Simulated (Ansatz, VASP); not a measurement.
# Al5Ga2N8: VASP beside Ansatz

```
Al Ga N
1.0
    -4.40699    4.40699    0.00000
     0.00000    4.40699   -4.40699
    -4.40699    0.00000   -4.40699
Al Ga N
5 2 8
Direct
  0.49315 0.00685 0.99315
  0.00685 0.49315 0.50685
  0.00000 0.00000 0.50000
  0.49315 0.00685 0.50685
  0.00685 0.49315 0.99315
  0.50294 0.50294 0.49706
  0.99706 0.99706 0.00294
  0.62760 0.12305 0.62468
  0.09171 0.62154 0.14337
  0.64337 0.64337 0.59171
  0.12468 0.12468 0.12760
  0.12305 0.62760 0.62468
  0.62154 0.09171 0.14337
  0.64337 0.64337 0.12154
  0.12468 0.12468 0.62305
```

Change from the starting cell: Al vacancy after atom 2 has jumped, atoms relaxed.

Alike in both runs: functional PBEsol; k mesh 4 × 4 × 4; occupations gaussian, width 0.05 eV; no spin polarisation.

Ansatz relaxed the structure, and its values are those at the end. VASP's run is a single point on that final structure, the one shown.

|  | VASP | Ansatz |
| --- | --- | --- |
| version | VASP 6.6.1 | Ansatz 0.2.0 |
| potentials or method | VASP PAW PBE potentials, release 64 (Al, Ga_d, N), cutoff 520 eV | scalar-relativistic, plane waves, PAW |
| valence electrons in the cell | 81 | 81 |

|  | VASP | Ansatz | Ansatz less VASP |
| --- | --- | --- | --- |
| gap on the k mesh at the Fermi level (eV) | none | none | - |
| pressure (GPa) | 2.1 | 2.2 | +0.09 |
| rms of the force components (eV/Å) | 0.007 | 0.003 | -0.0042 |

VASP's potentials were made for PBE, not for PBEsol. A gap of «none» marks a metal or a gap that the smearing closes. Ansatz's warnings: stress scf threshold loose.
